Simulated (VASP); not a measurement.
# MoS2 (Pm) in VASP: a series of runs

Runs on MoS2. Level: PBEsol. Tasks: single point.

Everything below comes from runs of VASP 6.6.1. Logs are shortened: lines on timing, memory, paths and dates and some standing lists are left out, and cuts for length are marked.

### Step 1. The cell of the first run

Symmetry: Pm, No. 6, monoclinic system. The conventional cell has a = 3.141 Å, b = 12.579 Å, c = 3.141 Å, α = 90.00°, β = 120.00°, γ = 90.00°. Within 3.2 Å of Mo (site symmetry m) lie 6 S at 2.34 to 2.44 Å and 6 Mo at 3.14 Å. Mo (site symmetry m) has 6 S at 2.39 Å and 6 Mo at 3.14 Å within 3.2 Å. S (site symmetry 1) has 3 Mo at 2.39 Å and 7 S at 3.12 to 3.14 Å within 3.2 Å. Within 3.2 Å of S (site symmetry 1) lie 3 Mo at 2.34 to 2.44 Å and 7 S at 3.12 to 3.14 Å.

### Step 2. Single point, PBEsol (atom 1 (Mo) moved +0.075 Å towards its neighbour atom 1 (Mo) at 3.141 Å)

Contents of INCAR:

```
PREC = Accurate
ENCUT = 520
EDIFF = 1E-6
ISMEAR = 0
SIGMA = 0.05
LREAL = False
LASPH = True
NELM = 80
ALGO = Normal
ISIF = 2
LWAVE = False
LCHARG = True
GGA = PS
LELF = True
LVHAR = True
NBANDS = 35
```

Contents of KPOINTS:

```
Automatic mesh
0
Gamma
  12 12 2
```

Contents of POSCAR:

```
MoS2
1.0
    3.1414322073      0.0000000000      0.0000000000
   -1.5707161036      2.7205600958      0.0000000000
    0.0000000000      0.0000000000     12.5788196111
Mo S
2 4
Direct
    0.3094588726      0.6427922059      0.2500000000
    0.6666666667      0.3333333333      0.7500000000
    0.3333333333      0.6666666667      0.6260538431
    0.6666666667      0.3333333333      0.1260538431
    0.3333333333      0.6666666667      0.8739461569
    0.6666666667      0.3333333333      0.3739461569
```

Potentials or basis: VASP PAW PBE potentials, release 64 (Mo_sv, S).

Command:

```
cat potpaw_PBE.64/Mo_sv/POTCAR potpaw_PBE.64/S/POTCAR > POTCAR
mpirun -np 1 vasp_std > vasp.out
```

OUTCAR:

```text
PREC = Accurate
   ENCUT = 520
   EDIFF = 1E-6
   ISMEAR = 0
   LREAL = False
   LASPH = True
   NELM = 80
   ISIF = 2
   GGA = PS

 ion  position               nearest neighbor table
   1  0.309  0.643  0.250-   4 2.34   6 2.34   4 2.39   6 2.39   4 2.44   6 2.44
   2  0.667  0.333  0.750-   3 2.39   5 2.39   3 2.39   5 2.39   3 2.39   5 2.39
   3  0.333  0.667  0.626-   2 2.39   2 2.39   2 2.39
   4  0.667  0.333  0.126-   1 2.34   1 2.39   1 2.44
   5  0.333  0.667  0.874-   2 2.39   2 2.39   2 2.39
   6  0.667  0.333  0.374-   1 2.34   1 2.39   1 2.44

  LATTYP: Found a hexagonal cell.
 ALAT       =     3.1414322073
 C/A-ratio  =     4.0041671381

  Lattice vectors:

 A1 = (   3.1414322073,   0.0000000000,   0.0000000000)
 A2 = (  -1.5707161036,   2.7205600958,   0.0000000000)
 A3 = (   0.0000000000,   0.0000000000,  12.5788196111)

Analysis of symmetry for initial positions (statically):
=====================================================================
 Subroutine PRICEL returns:
 Original cell was already a primitive cell.

 Routine SETGRP: Setting up the symmetry group for a
 hexagonal supercell.

 Subroutine GETGRP returns: Found  2 space group operations
 (whereof  1 operations were pure point group operations)
 out of a pool of 24 trial point group operations.

The static configuration has the point symmetry C_1 .
 The point group associated with its full space group is C_1h.

Analysis of symmetry for dynamics (positions and initial velocities):
=====================================================================
 Subroutine PRICEL returns:
 Original cell was already a primitive cell.

 Routine SETGRP: Setting up the symmetry group for a
 hexagonal supercell.

 Subroutine GETGRP returns: Found  2 space group operations
 (whereof  1 operations were pure point group operations)
 out of a pool of 24 trial point group operations.

The dynamic configuration has the point symmetry C_1 .
 The point group associated with its full space group is C_1h.

 Subroutine INISYM returns: Found  2 space group operations
 (whereof  1 operations are pure point group operations),
 and found     1 'primitive' translations

----------------------------------------------------------------------------------------

                                     Primitive cell

  volume of cell :     107.5043

  direct lattice vectors                    reciprocal lattice vectors
     3.141432207  0.000000000  0.000000000     0.318326144  0.183785685  0.000000000
    -1.570716104  2.720560096  0.000000000     0.000000000  0.367571369  0.000000000
     0.000000000  0.000000000 12.578819611     0.000000000  0.000000000  0.079498715

  length of vectors
     3.141432207  3.141432207 12.578819611     0.367571369  0.367571369  0.079498715

  position of ions in fractional coordinates (direct lattice)
     0.309458873  0.642792206  0.250000000
     0.666666667  0.333333333  0.750000000
     0.333333333  0.666666667  0.626053843
     0.666666667  0.333333333  0.126053843
     0.333333333  0.666666667  0.873946157
     0.666666667  0.333333333  0.373946157

  ion indices of the primitive-cell ions
   primitive index   ion index
                 1           1
                 2           2
                 3           3
                 4           4
                 5           5
                 6           6

----------------------------------------------------------------------------------------

 KPOINTS: Automatic mesh

Automatic generation of k-mesh.
 Grid dimensions read from file:
 generate k-points for:   12   12    2

 Generating k-lattice:

  Cartesian coordinates                     Fractional coordinates (reciprocal lattice)
     0.026527179  0.015315474  0.000000000     0.083333333  0.000000000  0.000000000
     0.000000000  0.030630947  0.000000000     0.000000000  0.083333333  0.000000000
     0.000000000  0.000000000  0.039749358     0.000000000  0.000000000  0.500000000

  Length of vectors
     0.030630947  0.030630947  0.039749358

  Shift w.r.t. Gamma in fractional coordinates (k-lattice)
     0.000000000  0.000000000  0.000000000

 Subroutine IBZKPT returns following result:
 ===========================================

 Found    148 irreducible k-points:

 Following reciprocal coordinates:
            Coordinates               Weight
  0.000000  0.000000  0.000000      1.000000
  0.083333  0.000000  0.000000      2.000000
  0.000000  0.083333  0.000000      2.000000
 -0.083333  0.083333  0.000000      2.000000
  0.166667  0.000000  0.000000      2.000000
  0.000000  0.166667  0.000000      2.000000
[... 16 lines left out ...]
  0.166667  0.083333  0.000000      2.000000
 -0.083333  0.250000  0.000000      2.000000
 [... further k-points ...]
   k-points           NKPTS =    148   k-points in BZ     NKDIM =    148   number of bands    NBANDS=     35
   number of dos      NEDOS =    301   number of ions     NIONS =      6
   total plane-waves  NPLWV =  55296
   dimension x,y,z NGX =    24 NGY =   24 NGZ =   96
   dimension x,y,z NGXF=    48 NGYF=   48 NGZF=  192
   ions per type =               2   4
   NGX,Y,Z   is equivalent  to a cutoff of  12.70, 12.70, 12.69 a.u.
   NGXF,Y,Z  is equivalent  to a cutoff of  25.40, 25.40, 25.38 a.u.
 SYSTEM =  unknown system
   PREC   = accura    normal or accurate (medium, high low for compatibility)
   ISTART =      0    job   : 0-new  1-cont  2-samecut
   ICHARG =      2    charge: 1-file 2-atom 10-const
   ISPIN  =      1    spin polarized calculation?
   LNONCOLLINEAR =      F non collinear calculations
   LSORBIT =      F    spin-orbit coupling
   LASPH  =      T    aspherical Exc in radial PAW
   ENCUT  =  520.0 eV  38.22 Ry    6.18 a.u.   5.84  5.84 23.39*2*pi/ulx,y,z
   NELM   =     80;   NELMIN=  2; NELMDL= -5     # of ELM steps
   EDIFF  = 0.1E-05   stopping-criterion for ELM
   LREAL  =      F    real-space projection
   EDIFFG = 0.1E-04   stopping-criterion for IOM
   NSW    =      0    number of steps for IOM
   IBRION =     -1    ionic relax: 0-MD 1-quasi-New 2-CG
   NFREE  =      0    steps in history (QN), initial steepest desc. (CG)
   ISIF   =      2    stress and relaxation
   ISYM   =      2    0-nonsym 1-usesym 2-fastsym
   POTIM  = 0.5000    time-step for ionic-motion
   TEBEG  =    0.0;   TEEND  =   0.0 temperature during run
   PSTRESS=    0.0 pullay stress
   NELECT =      52.0000    total number of electrons
   NUPDOWN=      -1.0000    fix difference up-down
   EMIN   =  10.00;   EMAX   =-10.00  energy-range for DOS
   EFERMI =   0.00;   METHOD = LEGACY
   ISMEAR =     0;   SIGMA  =   0.05  broadening in eV -4-tet -1-fermi 0-gaus
   EFERMI_NEDOS =   21; number of points for ismear=-14 and -15
   IALGO  =     38    algorithm
   IMIX   =      4    mixing-type and parameters
     AMIX     =   0.40;   BMIX     =  1.00
     AMIX_MAG =   1.60;   BMIX_MAG =  1.00
  volume/ion in A,a.u.               =      17.92       120.91
  Fermi-wavevector in a.u.,A,eV,Ry     =   1.285091  2.428470 22.469472  1.651460
  Thomas-Fermi vector in A             =   2.417246
   LORBIT       =      0    0 simple, 1 ext, 2 COOP (PROOUT), +10 PAW based schemes
   GGA     = PS    functional components
   LHFCALC =     F    Hartree Fock is set to
   AEXX    =    0.0000 exact exchange contribution
   IVDW    =     0    specifies the selected vdW correction
   LEPSILON=     F    determine dielectric tensor
   LRPA    =     F    only Hartree local field effects (RPA)
 non-spin polarized calculation
 Gauss-broadening in eV      SIGMA  =   0.05
  energy-cutoff  :      520.00
  volume of cell :      107.50
 maximum number of plane-waves:      2922
   NGX = 11   NGY = 11   NGZ = 47

 number of electron      52.0000003 magnetization

 Free energy of the ion-electron system (eV)
  ---------------------------------------------------
  ext. energy  EPLUGINS =         0.00000000
  ---------------------------------------------------
  free energy    TOTEN  =       -46.84695496 eV

  energy without entropy =      -46.84695496  energy(sigma->0) =      -46.84695496

 E-fermi :   7.4901     XC(G=0): -10.9247

 val. band max:        7.2569192828   @ k =   0.0000   0.0000   0.0000
 cond. band min:       8.2192707762   @ k =  -0.1667   0.3333   0.0000
 fundamental gap:      0.9623514935
 Fermi energy:         7.4900744164

 k-point     1 :       0.0000    0.0000    0.0000
  band No.  band energies     occupation
      1     -54.0236      2.00000
      2     -54.0186      2.00000
      3     -28.2357      2.00000
      4     -28.2350      2.00000
      5     -27.9797      2.00000
      6     -27.9725      2.00000
[... 27 lines left out ...]
     34       9.9913      0.00000
     35      12.9685      0.00000

 k-point     2 :       0.0833    0.0000    0.0000
  band No.  band energies     occupation
      1     -54.0206      2.00000
      2     -54.0156      2.00000
      3     -28.2297      2.00000
      4     -28.2291      2.00000
      5     -28.0089      2.00000
      6     -28.0023      2.00000
[... 27 lines left out ...]
     34       9.8634      0.00000
     35      13.4717      0.00000

 k-point     3 :       0.0000    0.0833    0.0000
  band No.  band energies     occupation
      1     -54.0206      2.00000
      2     -54.0156      2.00000
      3     -28.2300      2.00000
      4     -28.2292      2.00000
      5     -28.0022      2.00000
      6     -27.9911      2.00000
[... 27 lines left out ...]
     34      10.0954      0.00000
     35      13.4975      0.00000

 k-point     4 :      -0.0833    0.0833    0.0000
  band No.  band energies     occupation
      1     -54.0206      2.00000
      2     -54.0156      2.00000
      3     -28.2298      2.00000
      4     -28.2291      2.00000
      5     -28.0036      2.00000
      6     -28.0022      2.00000
[... 27 lines left out ...]
     34      10.0065      0.00000
     35      13.4786      0.00000

 k-point     5 :       0.1667    0.0000    0.0000
  band No.  band energies     occupation
      1     -54.0123      2.00000
      2     -54.0073      2.00000
      3     -28.2132      2.00000
      4     -28.2131      2.00000
      5     -28.0902      2.00000
      6     -28.0831      2.00000
[... 638 lines left out ...]
 k-point    22 :      -0.1667    0.0833    0.0000
  band No.  band energies     occupation
      1     -54.0149      2.00000
      2     -54.0099      2.00000
      3     -28.2185      2.00000
      4     -28.2182      2.00000
      5     -28.0641      2.00000
      6     -28.0561      2.00000
[... 27 lines left out ...]
     34      10.1332      0.00000
     35      14.2869      0.00000

 k-point    23 :       0.1667    0.0833    0.0000
  band No.  band energies     occupation
      1     -54.0051      2.00000
      2     -54.0001      2.00000
      3     -28.1994      2.00000
      4     -28.1991      2.00000
      5     -28.1482      2.00000
      6     -28.1468      2.00000
[... 27 lines left out ...]
     34      10.7104      0.00000
     35      15.0016      0.00000

 k-point    24 :      -0.0833    0.2500    0.0000
  band No.  band energies     occupation
      1     -54.0051      2.00000
      2     -54.0003      2.00000
      3     -28.2007      2.00000
      4     -28.1991      2.00000
      5     -28.1467      2.00000
      6     -28.1268      2.00000
[... 27 lines left out ...]
     34      10.7937      0.00000
     35      15.0174      0.00000

 [... further k-points ...]

------------------------ aborting loop because EDIFF is reached ----------------------------------------

  FORCE on cell =-STRESS in cart. coord.  units (eV):
  Direction    XX          YY          ZZ          XY          YZ          ZX
  --------------------------------------------------------------------------------------
  -------------------------------------------------------------------------------------
  Total        0.5091445     -0.3909743      0.1593486      0.2453264      0.0000000      0.0000000
  in kB        7.5879724     -5.8268379      2.3748318      3.6561919      0.0000000      0.0000000
  external PRESSURE =       1.3786554 kB  Pullay stress =       0.0000000 kB

 VOLUME and BASIS-vectors are now :
 -----------------------------------------------------------------------------
  energy-cutoff  :      520.00
  volume of cell :      107.50
      direct lattice vectors                 reciprocal lattice vectors
     3.141432207  0.000000000  0.000000000     0.318326144  0.183785685  0.000000000
    -1.570716104  2.720560096  0.000000000     0.000000000  0.367571369  0.000000000
     0.000000000  0.000000000 12.578819611     0.000000000  0.000000000  0.079498715

 POSITION                                       TOTAL-FORCE (eV/Angst)
 -----------------------------------------------------------------------------------
     -0.03750      1.74875      3.14470         0.804005      1.340096      0.000000
      1.57072      0.90685      9.43411        -0.000973     -0.001830      0.000000
     -0.00000      1.81371      7.87502        -0.001199     -0.001755     -0.000785
      1.57072      0.90685      1.58561        -0.400317     -0.667378     -0.068047
     -0.00000      1.81371     10.99321        -0.001199     -0.001755      0.000785
      1.57072      0.90685      4.70380        -0.400317     -0.667378      0.068047
 -----------------------------------------------------------------------------------
    total drift:                                0.000122      0.000201      0.000000

  FREE ENERGIE OF THE ION-ELECTRON SYSTEM (eV)
  ---------------------------------------------------
  free  energy   TOTEN  =       -46.8469549565 eV

  energy  without entropy=      -46.8469549565  energy(sigma->0) =      -46.84695496
```

Wall time 3.5 min (1 thread of Intel Xeon 6975P-C (Granite Rapids), shared host); peak memory 0.53 GiB.

What came out:

* Free energy: -46.8470 eV
* Pressure: 0.1 GPa
* Largest force: 1.563 eV/Å
* Band gap on the k mesh: 0.96 eV (least direct gap 1.74 eV)

Forces on the atoms (eV/Å):
```
Mo   0.804  1.340  0.000
Mo  -0.001 -0.002  0.000
S   -0.001 -0.002 -0.001
S   -0.400 -0.667 -0.068
S   -0.001 -0.002  0.001
S   -0.400 -0.667  0.068
```

Caveat: the cell differs from its parent crystal (atom 1 (Mo) moved +0.075 Å towards its neighbour atom 1 (Mo) at 3.141 Å); the PAW data sets were made with another functional, which shifts forces and pressure a little; this functional lacks dispersion, which binds the layers, so the pressure and a relaxed spacing across them are unreliable. A k mesh can miss the band edges.

(Continued in part 2 of 2.)
